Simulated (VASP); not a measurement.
# MgO (I4/mmm) in VASP: single point with HSE06

Aim: the single point of MgO with HSE06.

All numbers are computed with VASP 6.6.1; they aren't measurements. Logs are shortened: lines on timing, memory, paths and dates and some standing lists are left out, and cuts for length are marked.

### 1 The cell of the first run

The structure is tetragonal, space group I4/mmm (No. 139). Conventional cell: a = 3.108 Å, b = 3.108 Å, c = 4.204 Å, α = 90.00°, β = 90.00°, γ = 90.00°. Mg (site symmetry 4/mmm) has 6 O at 2.10 to 2.20 Å within 2.8 Å. Within 2.8 Å of O (site symmetry 4/mmm) lie 6 Mg at 2.10 to 2.20 Å.

### 2 Single point, HSE06 (biaxial xy strain +4.6%)

Input file POSCAR:

```
MgO
1.0
    0.0000000000      2.1980262510      2.1021674168
    2.1980262510      0.0000000000      2.1021674168
    2.1980262510      2.1980262510      0.0000000000
Mg O
1 1
Direct
    0.0000000000      0.0000000000      0.0000000000
    0.5000000000      0.5000000000      0.5000000000
```

Input file INCAR.step1:

```
PREC     = Accurate       # precision mode
ENCUT    = 520            # plane-wave cutoff, eV
EDIFF    = 1E-5           # SCF threshold, eV
ISMEAR   = 0              # smearing method
SIGMA    = 0.01           # smearing width, eV
LREAL    = False          # projectors in reciprocal space
LASPH    = True           # aspherical terms in the spheres
NELM     = 100            # most SCF steps
ALGO     = Normal         # electronic algorithm
ISIF     = 2              # what is computed and relaxed
LWAVE    = True           # write WAVECAR
GGA      = PE             # functional
NBANDS   = 11             # bands
```

Input file INCAR.step2:

```
PREC     = Accurate       # precision mode
ENCUT    = 520            # plane-wave cutoff, eV
EDIFF    = 1E-7           # SCF threshold, eV
ISMEAR   = 0              # smearing method
SIGMA    = 0.01           # smearing width, eV
LREAL    = False          # projectors in reciprocal space
LASPH    = True           # aspherical terms in the spheres
NELM     = 100            # most SCF steps
ALGO     = Normal         # electronic algorithm
ISIF     = 2              # what is computed and relaxed
LWAVE    = False          # write WAVECAR
LCHARG   = True           # write CHGCAR
GGA      = PE             # functional
LHFCALC  = True           # exact exchange
HFSCREEN = 0.2079         # screening, 1/A
PRECFOCK = Normal       
LELF     = True           # ELF
LVHAR    = True         
ISTART   = 1            
NBANDS   = 11             # bands
```

Input file KPOINTS:

```
regular mesh
0
Gamma
  8 8 8
```

Potentials or basis: VASP PAW PBE potentials, release 64 (Mg, O).

On the command line:

```console
cat potpaw_PBE.64/Mg/POTCAR potpaw_PBE.64/O/POTCAR > POTCAR
cp INCAR.step1 INCAR
mpirun -np 1 vasp_std > vasp.out
cp INCAR.step2 INCAR
mpirun -np 1 vasp_std > vasp.out
```

OUTCAR:

```text
PREC = Accurate
   ENCUT = 520
   EDIFF = 1E-7
   ISMEAR = 0
   LREAL = False
   LASPH = True
   NELM = 100
   ISIF = 2
   GGA = PE
   LHFCALC = True
   HFSCREEN = 0.2079
   PRECFOCK = Normal
   ISTART = 1

 ion  position               nearest neighbor table
   1  0.000  0.000  0.000-   2 2.10   2 2.10   2 2.20   2 2.20   2 2.20   2 2.20
   2  0.500  0.500  0.500-   1 2.10   1 2.10   1 2.20   1 2.20   1 2.20   1 2.20

  LATTYP: Found a body centered tetragonal cell.
 ALAT       =     3.1084785346
 C/A-ratio  =     1.3525378370

  Lattice vectors:

 A1 = (   0.0000000000,  -2.1980262510,  -2.1021674168)
 A2 = (   0.0000000000,   2.1980262510,  -2.1021674168)
 A3 = (   2.1980262510,   0.0000000000,   2.1021674168)

Analysis of symmetry for initial positions (statically):
=====================================================================
 Subroutine PRICEL returns:
 Original cell was already a primitive cell.

 Routine SETGRP: Setting up the symmetry group for a
 body centered tetragonal supercell.

 Subroutine GETGRP returns: Found 16 space group operations
 (whereof 16 operations were pure point group operations)
 out of a pool of 16 trial point group operations.

The static configuration has the point symmetry D_4h.

Analysis of symmetry for dynamics (positions and initial velocities):
=====================================================================
 Subroutine PRICEL returns:
 Original cell was already a primitive cell.

 Routine SETGRP: Setting up the symmetry group for a
 body centered tetragonal supercell.

 Subroutine GETGRP returns: Found 16 space group operations
 (whereof 16 operations were pure point group operations)
 out of a pool of 16 trial point group operations.

The dynamic configuration has the point symmetry D_4h.

 Subroutine INISYM returns: Found 16 space group operations
 (whereof 16 operations are pure point group operations),
 and found     1 'primitive' translations

----------------------------------------------------------------------------------------

                                     Primitive cell

  volume of cell :      20.3125

  direct lattice vectors                    reciprocal lattice vectors
     0.000000000  2.198026251  2.102167417    -0.227476810  0.227476810  0.237849753
     2.198026251  0.000000000  2.102167417     0.227476810 -0.227476810  0.237849753
     2.198026251  2.198026251  0.000000000     0.227476810  0.227476810 -0.237849753

  length of vectors
     3.041451504  3.041451504  3.108478535     0.400079871  0.400079871  0.400079871

  position of ions in fractional coordinates (direct lattice)
     0.000000000  0.000000000  0.000000000
     0.500000000  0.500000000  0.500000000

  ion indices of the primitive-cell ions
   primitive index   ion index
                 1           1
                 2           2

----------------------------------------------------------------------------------------

 KPOINTS: regular mesh

Automatic generation of k-mesh.
 Grid dimensions read from file:
 generate k-points for:    8    8    8

 Generating k-lattice:

  Cartesian coordinates                     Fractional coordinates (reciprocal lattice)
    -0.028434601  0.028434601  0.029731219     0.125000000  0.000000000  0.000000000
     0.028434601 -0.028434601  0.029731219     0.000000000  0.125000000  0.000000000
     0.028434601  0.028434601 -0.029731219     0.000000000  0.000000000  0.125000000

  Length of vectors
     0.050009984  0.050009984  0.050009984

  Shift w.r.t. Gamma in fractional coordinates (k-lattice)
     0.000000000  0.000000000  0.000000000

 Subroutine IBZKPT returns following result:
 ===========================================

 Found     59 irreducible k-points:

 Following reciprocal coordinates:
            Coordinates               Weight
  0.000000  0.000000  0.000000      1.000000
  0.125000  0.000000  0.000000      8.000000
  0.250000  0.000000  0.000000      8.000000
  0.375000  0.000000  0.000000      8.000000
  0.500000  0.000000  0.000000      4.000000
  0.125000  0.125000  0.000000      2.000000
[... 16 lines left out ...]
  0.250000  0.000000  0.125000     16.000000
  0.375000  0.000000  0.125000     16.000000
 [... further k-points ...]
   k-points           NKPTS =     59   k-points in BZ     NKDIM =    512   number of bands    NBANDS=     11
   number of dos      NEDOS =    301   number of ions     NIONS =      2
   total plane-waves  NPLWV =  13824
   dimension x,y,z NGX =    24 NGY =   24 NGZ =   24
   dimension x,y,z NGXF=    48 NGYF=   48 NGZF=   48
   ions per type =               1   1
   NGX,Y,Z   is equivalent  to a cutoff of  13.12, 13.12, 12.84 a.u.
   NGXF,Y,Z  is equivalent  to a cutoff of  26.24, 26.24, 25.67 a.u.
 SYSTEM =  unknown system
   PREC   = accura    normal or accurate (medium, high low for compatibility)
   ISTART =      1    job   : 0-new  1-cont  2-samecut
   ICHARG =      0    charge: 1-file 2-atom 10-const
   ISPIN  =      1    spin polarized calculation?
   LNONCOLLINEAR =      F non collinear calculations
   LSORBIT =      F    spin-orbit coupling
   LASPH  =      T    aspherical Exc in radial PAW
   ENCUT  =  520.0 eV  38.22 Ry    6.18 a.u.   5.66  5.66  5.78*2*pi/ulx,y,z
   NELM   =    100;   NELMIN=  2; NELMDL=  0     # of ELM steps
   EDIFF  = 0.1E-06   stopping-criterion for ELM
   LREAL  =      F    real-space projection
   EDIFFG = 0.1E-05   stopping-criterion for IOM
   NSW    =      0    number of steps for IOM
   IBRION =     -1    ionic relax: 0-MD 1-quasi-New 2-CG
   NFREE  =      0    steps in history (QN), initial steepest desc. (CG)
   ISIF   =      2    stress and relaxation
   ISYM   =      3    0-nonsym 1-usesym 2-fastsym
   POTIM  = 0.5000    time-step for ionic-motion
   TEBEG  =    0.0;   TEEND  =   0.0 temperature during run
   PSTRESS=    0.0 pullay stress
   NELECT =       8.0000    total number of electrons
   NUPDOWN=      -1.0000    fix difference up-down
   EMIN   =  10.00;   EMAX   =-10.00  energy-range for DOS
   EFERMI =   0.00;   METHOD = LEGACY
   ISMEAR =     0;   SIGMA  =   0.01  broadening in eV -4-tet -1-fermi 0-gaus
   EFERMI_NEDOS =   21; number of points for ismear=-14 and -15
   IALGO  =     38    algorithm
   IMIX   =      1    mixing-type and parameters
     AMIX     =   0.40;   BMIX     =  1.00
     AMIX_MAG =   1.60;   BMIX_MAG =  1.00
  volume/ion in A,a.u.               =      10.16        68.54
  Fermi-wavevector in a.u.,A,eV,Ry     =   1.200007  2.267685 19.592621  1.440017
  Thomas-Fermi vector in A             =   2.335855
   LORBIT       =      0    0 simple, 1 ext, 2 COOP (PROOUT), +10 PAW based schemes
   GGA     = PE    functional components
   LHFCALC =     T    Hartree Fock is set to
   PRECFOCK=normal    Normal, Fast or Accurate (Low or Medium for compatibility)
   ENCUT4O =  -1.0   cutoff for four orbital integrals eV
   NKREDX  =     1    reduce k-point grid by
   NKREDY  =     1    reduce k-point grid by
   NKREDZ  =     1    reduce k-point grid by
   AEXX    =    0.2500 exact exchange contribution
   HFSCREEN=    0.2079 screening length (either q_TF or 0.3 A-1)
   HFSCREENC=   0.2079 screening length for correlation (either q_TF or 0.3 A-1)
   ENCUTFOCK=  -1.0 apply spherical cutoff to Coloumb kernel
   IVDW    =     0    specifies the selected vdW correction
   LEPSILON=     F    determine dielectric tensor
   LRPA    =     F    only Hartree local field effects (RPA)
 non-spin polarized calculation
 Gauss-broadening in eV      SIGMA  =   0.01
  energy-cutoff  :      520.00
  volume of cell :       20.31
 maximum number of plane-waves:       560
  NGX = 18; NGY = 18; NGZ = 18

 number of electron       7.9999996 magnetization

 Free energy of the ion-electron system (eV)
  ---------------------------------------------------
  ext. energy  EPLUGINS =         0.00000000
  ---------------------------------------------------
  free energy    TOTEN  =       -14.12255711 eV

  energy without entropy =      -14.12255711  energy(sigma->0) =      -14.12255711

 E-fermi :   1.5241     XC(G=0):  -8.7888

 val. band max:        1.4206845938   @ k =   0.0000   0.0000   0.0000
 cond. band min:       6.9539423474   @ k =   0.0000   0.0000   0.0000
 fundamental gap:      5.5332577536
 Fermi energy:         1.5241402146

 k-point     1 :       0.0000    0.0000    0.0000
  band No.  band energies     occupation
      1     -17.0388      2.00000
      2       1.2729      2.00000
      3       1.4207      2.00000
      4       1.4207      2.00000
      5       6.9539      0.00000
      6      18.4709      0.00000
      7      18.4709      0.00000
      8      18.9076      0.00000
      9      22.3216      0.00000
     10      23.4412      0.00000
     11      24.8847      0.00000

 k-point     2 :       0.1250    0.0000    0.0000
  band No.  band energies     occupation
      1     -16.8911      2.00000
      2       0.4276      2.00000
      3       1.2448      2.00000
      4       1.3091      2.00000
      5       7.8870      0.00000
      6      16.9289      0.00000
      7      18.7685      0.00000
      8      19.1098      0.00000
      9      22.4769      0.00000
     10      23.5169      0.00000
     11      24.3753      0.00000

 k-point     3 :       0.2500    0.0000    0.0000
  band No.  band energies     occupation
      1     -16.5106      2.00000
      2      -1.2648      2.00000
      3       1.0442      2.00000
      4       1.0521      2.00000
      5       9.4440      0.00000
      6      15.3341      0.00000
      7      18.9456      0.00000
      8      19.6454      0.00000
      9      22.3931      0.00000
     10      22.9047      0.00000
     11      24.2730      0.00000
[... 267 lines left out ...]
 k-point    23 :       0.2500    0.0000    0.1250
  band No.  band energies     occupation
      1     -16.5587      2.00000
      2      -0.8352      2.00000
      3       0.8368      2.00000
      4       0.9733      2.00000
      5       9.5568      0.00000
      6      15.1782      0.00000
      7      18.6968      0.00000
      8      19.6189      0.00000
      9      20.5337      0.00000
     10      24.6201      0.00000
     11      26.2659      0.00000

 k-point    24 :       0.3750    0.0000    0.1250
  band No.  band energies     occupation
      1     -16.1525      2.00000
      2      -2.1566      2.00000
      3       0.5317      2.00000
      4       0.7205      2.00000
      5      10.7638      0.00000
      6      14.7217      0.00000
      7      17.6145      0.00000
      8      19.6648      0.00000
      9      21.9407      0.00000
     10      25.0551      0.00000
     11      25.7654      0.00000

 [... further k-points ...]
[... 5 lines left out ...]
  --------------------------------------------------------------------------------------
  -------------------------------------------------------------------------------------
  Total       -1.8269211     -1.8269211     -1.1076450      0.0000000      0.0000000      0.0000000
  in kB     -144.1011103   -144.1011103    -87.3671416      0.0000000      0.0000000      0.0000000
  external PRESSURE =    -125.1897874 kB  Pullay stress =       0.0000000 kB

 VOLUME and BASIS-vectors are now :
 -----------------------------------------------------------------------------
  energy-cutoff  :      520.00
  volume of cell :       20.31
      direct lattice vectors                 reciprocal lattice vectors
     0.000000000  2.198026251  2.102167417    -0.227476810  0.227476810  0.237849753
     2.198026251  0.000000000  2.102167417     0.227476810 -0.227476810  0.237849753
     2.198026251  2.198026251  0.000000000     0.227476810  0.227476810 -0.237849753

 POSITION                                       TOTAL-FORCE (eV/Angst)
 -----------------------------------------------------------------------------------
      0.00000      0.00000      0.00000         0.000000      0.000000     -0.000000
      2.19803      2.19803      2.10217         0.000000      0.000000      0.000000
 -----------------------------------------------------------------------------------
    total drift:                                0.000000      0.000000     -0.000000

  FREE ENERGIE OF THE ION-ELECTRON SYSTEM (eV)
  ---------------------------------------------------
  free  energy   TOTEN  =       -14.1225571073 eV

  energy  without entropy=      -14.1225571073  energy(sigma->0) =      -14.12255711
```

Run time: 1.7 h. Hardware: 1 thread of Oxide Virtual Turin-like, shared host; peak memory 0.24 GiB.

What came out:

| Item | Value |
| --- | --- |
| Free energy | -14.1226 eV |
| Pressure | -12.5 GPa |
| Band gap on the k mesh | 5.53 eV |

Stress tensor (GPa, compression positive):
```
-14.41   0.00   0.00
  0.00 -14.41   0.00
  0.00   0.00  -8.74
```

Levels at points of the mesh, in eV from the valence-band top:
```csv
k point,band 1,band 2,band 3,band 4,band 5,band 6,band 7,band 8
"(0.00, 0.00, 0.00)",-18.46,-0.15,0.00,0.00,5.53,17.05,17.05,17.49
"(0.50, 0.00, 0.00)",-17.32,-4.60,-0.71,-0.64,9.04,13.78,16.89,17.90
"(0.50, 0.50, 0.00)",-17.01,-3.99,-1.51,-1.51,10.35,10.86,14.76,19.67
"(0.50, 0.00, 0.50)",-17.12,-4.12,-1.49,-1.18,10.82,10.88,14.17,19.75
```

Caveat: the cell differs from its parent crystal (biaxial xy strain +4.6%); the stress differs along the axes, from -14 to -9 GPa; the PAW data sets were made with another functional, which shifts forces and pressure a little.
